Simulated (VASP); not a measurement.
# PbO (WC type) (P-6m2) in VASP: notebook

Runs on PbO (WC type). Level: PBE. Tasks: single point.

All numbers are computed with VASP 6.6.1; they aren't measurements. Logs are shortened: lines on timing, memory, paths and dates and some standing lists are left out, and cuts for length are marked.

## Step 1: The cell of the first run

The structure is hexagonal, space group P-6m2 (No. 187). Conventional cell: a = 3.401 Å, b = 3.401 Å, c = 3.231 Å, α = 90.00°, β = 90.00°, γ = 120.00°. Within 3.4 Å of Pb (site symmetry -6m2) lie 6 O at 2.54 Å and 2 Pb at 3.23 Å. Within 3.4 Å of O (site symmetry -6m2) lie 6 Pb at 2.54 Å and 2 O at 3.23 Å.

## Step 2: Single point, PBE

INCAR

```
ALGO = Normal
EDIFF = 1E-6
ENCUT = 520
GGA = PE
ISIF = 2
ISMEAR = -1
LASPH = T
LCHARG = T
LELF = T
LREAL = F
LVHAR = T
LWAVE = F
NBANDS = 17
NELM = 80
PREC = Accurate
SIGMA = 0.05
```

KPOINTS

```
k-points
0
Gamma
  14 14 12
```

POSCAR

```
PbO
1.0
    3.4009633891      0.0000000000      0.0000000000
   -1.7004816946      2.9453206923      0.0000000000
    0.0000000000      0.0000000000      3.2308165710
Pb O
1 1
Direct
    0.0000000000      0.0000000000      0.0000000000
    0.3333333333      0.6666666667      0.5000000000
```

Potentials or basis: VASP PAW PBE potentials, release 64 (Pb_d, O).

Started as:

```sh
> cat potpaw_PBE.64/Pb_d/POTCAR potpaw_PBE.64/O/POTCAR > POTCAR
> mpirun -np 1 vasp_std > vasp.out
```

OUTCAR:

```text
EDIFF = 1E-6
   ENCUT = 520
   GGA = PE
   ISIF = 2
   ISMEAR = -1
   LASPH = T
   LREAL = F
   NELM = 80
   PREC = Accurate

 ion  position               nearest neighbor table
   1  0.000  0.000  0.000-   2 2.54   2 2.54   2 2.54   2 2.54   2 2.54   2 2.54
   2  0.333  0.667  0.500-   1 2.54   1 2.54   1 2.54   1 2.54   1 2.54   1 2.54

  LATTYP: Found a hexagonal cell.
 ALAT       =     3.4009633891
 C/A-ratio  =     0.9499709939

  Lattice vectors:

 A1 = (   3.4009633891,   0.0000000000,   0.0000000000)
 A2 = (  -1.7004816946,   2.9453206923,   0.0000000000)
 A3 = (   0.0000000000,   0.0000000000,   3.2308165710)

Analysis of symmetry for initial positions (statically):
=====================================================================
 Subroutine PRICEL returns:
 Original cell was already a primitive cell.

 Routine SETGRP: Setting up the symmetry group for a
 hexagonal supercell.

 Subroutine GETGRP returns: Found 12 space group operations
 (whereof 12 operations were pure point group operations)
 out of a pool of 24 trial point group operations.

The static configuration has the point symmetry D_3h.

Analysis of symmetry for dynamics (positions and initial velocities):
=====================================================================
 Subroutine PRICEL returns:
 Original cell was already a primitive cell.

 Routine SETGRP: Setting up the symmetry group for a
 hexagonal supercell.

 Subroutine GETGRP returns: Found 12 space group operations
 (whereof 12 operations were pure point group operations)
 out of a pool of 24 trial point group operations.

The dynamic configuration has the point symmetry D_3h.

 Subroutine INISYM returns: Found 12 space group operations
 (whereof 12 operations are pure point group operations),
 and found     1 'primitive' translations

----------------------------------------------------------------------------------------

                                     Primitive cell

  volume of cell :      32.3629

  direct lattice vectors                    reciprocal lattice vectors
     3.400963389  0.000000000  0.000000000     0.294034333  0.169760801  0.000000000
    -1.700481695  2.945320692  0.000000000     0.000000000  0.339521602  0.000000000
     0.000000000  0.000000000  3.230816571     0.000000000  0.000000000  0.309519274

  length of vectors
[... 72 lines left out ...]
 SYSTEM =  unknown system
   PREC   = accura    normal or accurate (medium, high low for compatibility)
   ISTART =      0    job   : 0-new  1-cont  2-samecut
   ICHARG =      2    charge: 1-file 2-atom 10-const
   ISPIN  =      1    spin polarized calculation?
   LNONCOLLINEAR =      F non collinear calculations
   LSORBIT =      F    spin-orbit coupling
   LASPH  =      T    aspherical Exc in radial PAW
   ENCUT  =  520.0 eV  38.22 Ry    6.18 a.u.   6.32  6.32  6.01*2*pi/ulx,y,z
   NELM   =     80;   NELMIN=  2; NELMDL= -5     # of ELM steps
   EDIFF  = 0.1E-05   stopping-criterion for ELM
   LREAL  =      F    real-space projection
   EDIFFG = 0.1E-04   stopping-criterion for IOM
   NSW    =      0    number of steps for IOM
   IBRION =     -1    ionic relax: 0-MD 1-quasi-New 2-CG
   NFREE  =      0    steps in history (QN), initial steepest desc. (CG)
   ISIF   =      2    stress and relaxation
   ISYM   =      2    0-nonsym 1-usesym 2-fastsym
   POTIM  = 0.5000    time-step for ionic-motion
   TEBEG  =    0.0;   TEEND  =   0.0 temperature during run
   PSTRESS=    0.0 pullay stress
   NELECT =      20.0000    total number of electrons
   NUPDOWN=      -1.0000    fix difference up-down
   EMIN   =  10.00;   EMAX   =-10.00  energy-range for DOS
   EFERMI =   0.00;   METHOD = LEGACY
   ISMEAR =    -1;   SIGMA  =   0.05  broadening in eV -4-tet -1-fermi 0-gaus
   EFERMI_NEDOS =   21; number of points for ismear=-14 and -15
   IALGO  =     38    algorithm
   IMIX   =      4    mixing-type and parameters
     AMIX     =   0.40;   BMIX     =  1.00
     AMIX_MAG =   1.60;   BMIX_MAG =  1.00
  volume/ion in A,a.u.               =      16.18       109.20
  Fermi-wavevector in a.u.,A,eV,Ry     =   1.394449  2.635126 26.456355  1.944487
  Thomas-Fermi vector in A             =   2.517997
   LORBIT       =      0    0 simple, 1 ext, 2 COOP (PROOUT), +10 PAW based schemes
   GGA     = PE    functional components
   LHFCALC =     F    Hartree Fock is set to
   AEXX    =    0.0000 exact exchange contribution
   IVDW    =     0    specifies the selected vdW correction
   LEPSILON=     F    determine dielectric tensor
   LRPA    =     F    only Hartree local field effects (RPA)
 non-spin polarized calculation
  energy-cutoff  :      520.00
  volume of cell :       32.36
 maximum number of plane-waves:       900
 NGX is ok and might be reduce to    28
   NGX = 13   NGY = 13   NGZ = 13

 number of electron      19.9999998 magnetization

 Free energy of the ion-electron system (eV)
  ---------------------------------------------------
  ext. energy  EPLUGINS =         0.00000000
  ---------------------------------------------------
  free energy    TOTEN  =       -10.03474584 eV

  energy without entropy =      -10.03412536  energy(sigma->0) =      -10.03443560

 E-fermi :   8.0232     XC(G=0): -11.1518

 val. band max:        7.9597329720   @ k =   0.3571   0.2857   0.5000
 cond. band min:       8.0378983423   @ k =   0.3571   0.2857   0.0000
 fundamental gap:      0.0781653703
 Fermi energy:         8.0231957138

 k-point     1 :       0.0000    0.0000    0.0000
  band No.  band energies     occupation
      1     -10.6175      2.00000
      2      -9.1654      2.00000
      3      -8.9648      2.00000
      4      -8.9648      2.00000
      5      -8.5880      2.00000
      6      -8.5880      2.00000
[... 457 lines left out ...]
      4      -8.7344      2.00000
      5      -8.6826      2.00000
      6      -8.2261      2.00000
[... 9 lines left out ...]
     16      21.9672      0.00000
     17      22.3526      0.00000

 [... further k-points ...]
[... 5 lines left out ...]
  --------------------------------------------------------------------------------------
  -------------------------------------------------------------------------------------
  Total        2.4150872      2.4150872      2.4051373     -0.0000000      0.0000000     -0.0000000
  in kB      119.5629315    119.5629315    119.0703423     -0.0000000      0.0000000     -0.0000000
  external PRESSURE =     119.3987351 kB  Pullay stress =       0.0000000 kB

 VOLUME and BASIS-vectors are now :
 -----------------------------------------------------------------------------
  energy-cutoff  :      520.00
  volume of cell :       32.36
      direct lattice vectors                 reciprocal lattice vectors
     3.400963389  0.000000000  0.000000000     0.294034333  0.169760801  0.000000000
    -1.700481695  2.945320692  0.000000000     0.000000000  0.339521602  0.000000000
     0.000000000  0.000000000  3.230816571     0.000000000  0.000000000  0.309519274

 POSITION                                       TOTAL-FORCE (eV/Angst)
 -----------------------------------------------------------------------------------
      0.00000      0.00000      0.00000         0.000000     -0.000000      0.000000
     -0.00000      1.96355      1.61541        -0.000000      0.000000      0.000000
 -----------------------------------------------------------------------------------
    total drift:                                0.000000     -0.000000     -0.000000

  FREE ENERGIE OF THE ION-ELECTRON SYSTEM (eV)
  ---------------------------------------------------
  free  energy   TOTEN  =       -10.0347458392 eV

  energy  without entropy=      -10.0341253606  energy(sigma->0) =      -10.03443560
```

OSZICAR:

```text
N       E                     dE             d eps       ncg     rms          rms(c)
DAV:   1     0.172928952323E+03    0.17293E+03   -0.10517E+04  5784   0.146E+03
DAV:   2     0.484313771290E+00   -0.17244E+03   -0.16414E+03  5990   0.361E+02
DAV:   3    -0.119355565821E+02   -0.12420E+02   -0.12343E+02  7036   0.104E+02
DAV:   4    -0.121784312722E+02   -0.24287E+00   -0.24272E+00  7247   0.148E+01
DAV:   5    -0.121854399846E+02   -0.70087E-02   -0.70083E-02  7853   0.249E+00    0.846E+00
DAV:   6    -0.102753205955E+02    0.19101E+01   -0.12711E+01  8165   0.293E+01    0.449E+00
DAV:   7    -0.100536562325E+02    0.22166E+00   -0.14535E+00  6829   0.107E+01    0.144E+00
DAV:   8    -0.100717309231E+02   -0.18075E-01   -0.39066E-01  6661   0.613E+00    0.148E+00
DAV:   9    -0.100346892254E+02    0.37042E-01   -0.52812E-02  6826   0.275E+00    0.206E-01
DAV:  10    -0.100350008118E+02   -0.31159E-03   -0.55065E-03  6792   0.582E-01    0.147E-01
DAV:  11    -0.100347516780E+02    0.24913E-03   -0.97243E-04  6296   0.230E-01    0.219E-02
DAV:  12    -0.100347467840E+02    0.48941E-05   -0.27352E-05  7641   0.568E-02    0.884E-03
DAV:  13    -0.100347458392E+02    0.94474E-06   -0.29764E-06  7333   0.188E-02
   1 F= -.10034746E+02 E0= -.10034436E+02  d E =-.620479E-03
```

stdout:

```text
POSCAR found type information on POSCAR PbO
 POSCAR found :  2 types and       2 ions
 scaLAPACK will be used
 LDA part: xc-table for (Slater+PW92), standard interpolation
 POSCAR, INCAR and KPOINTS ok, starting setup
 FFT: planning ... GRIDC
 FFT: planning ... GRID_SOFT
 FFT: planning ... GRID
 WAVECAR not read
 entering main loop
```

Wall time 32 s (1 thread of Intel Xeon 6975P-C (Granite Rapids), shared host); peak memory 0.21 GiB.

What came out:

```
Free energy            : -10.0347 eV
Pressure               : 11.9 GPa
Band gap on the k mesh : zero (band 10 reaches 8.04 eV, above the bottom of band 11 at 7.96 eV)
```

Levels at points of the mesh, in eV from the Fermi level:
```tsv
k point	band 7	band 8	band 9	band 10	band 11	band 12	band 13	band 14
(0.00, 0.00, 0.00)	-8.21	-3.41	-2.61	-2.61	6.97	6.97	8.60	8.82
(0.50, 0.00, 0.00)	-9.12	-3.62	-2.46	-2.31	1.12	6.84	7.99	8.50
(0.00, 0.00, 0.50)	-10.18	-2.33	-2.33	-0.06	0.09	8.70	8.70	12.91
(0.50, 0.00, 0.50)	-6.67	-5.18	-4.75	-2.43	2.75	3.71	5.01	8.38
```

Caveat: spin-orbit coupling is left out, which moves the levels of the heavy elements.

## Step 3: Single point, PBE

INCAR

```
PREC = Accurate
ENCUT = 520
EDIFF = 1E-6
ISMEAR = -1
SIGMA = 0.05
LREAL = False
LASPH = True
NELM = 100
ALGO = Normal
ISIF = 2
LWAVE = False
LCHARG = True
GGA = PE
LELF = True
LVHAR = True
NBANDS = 17
```

KPOINTS

```
regular mesh
0
Gamma
  14 14 12
```

POSCAR

```
PbO
1.0
    3.4015134873      0.0000000000      0.0000000000
   -1.7007567437      2.9457970913      0.0000000000
    0.0000000000      0.0000000000      3.2306439126
Pb O
1 1
Direct
    0.0000000000      0.0000000000      0.0000000000
    0.3333333333      0.6666666667      0.5000000000
```

Potentials or basis: VASP PAW PBE potentials, release 64 (Pb_d, O).

Started as:

```sh
> cat potpaw_PBE.64/Pb_d/POTCAR potpaw_PBE.64/O/POTCAR > POTCAR
> mpirun -np 1 vasp_std > vasp.out
```

Wall time 34 s (1 thread of Intel Xeon 6975P-C (Granite Rapids), shared host); peak memory 0.21 GiB.

It converged, with:

* Free energy: -10.0354 eV
* Pressure: 11.9 GPa
* Band gap on the k mesh: zero (band 10 reaches 8.03 eV, above the bottom of band 11 at 7.96 eV)

Levels at points of the mesh, in eV from the Fermi level:
```
           k point  band 7  band 8  band 9  band 10  band 11  band 12  band 13  band 14
(0.00, 0.00, 0.00)   -8.21   -3.41   -2.61    -2.61     6.96     6.96     8.60     8.82
(0.50, 0.00, 0.00)   -9.12   -3.62   -2.46    -2.31     1.12     6.83     7.99     8.50
(0.00, 0.00, 0.50)  -10.17   -2.33   -2.33    -0.06     0.09     8.70     8.70    12.91
(0.50, 0.00, 0.50)   -6.67   -5.18   -4.75    -2.43     2.75     3.70     5.01     8.38
```

Caveat: spin-orbit coupling is left out, which moves the levels of the heavy elements.
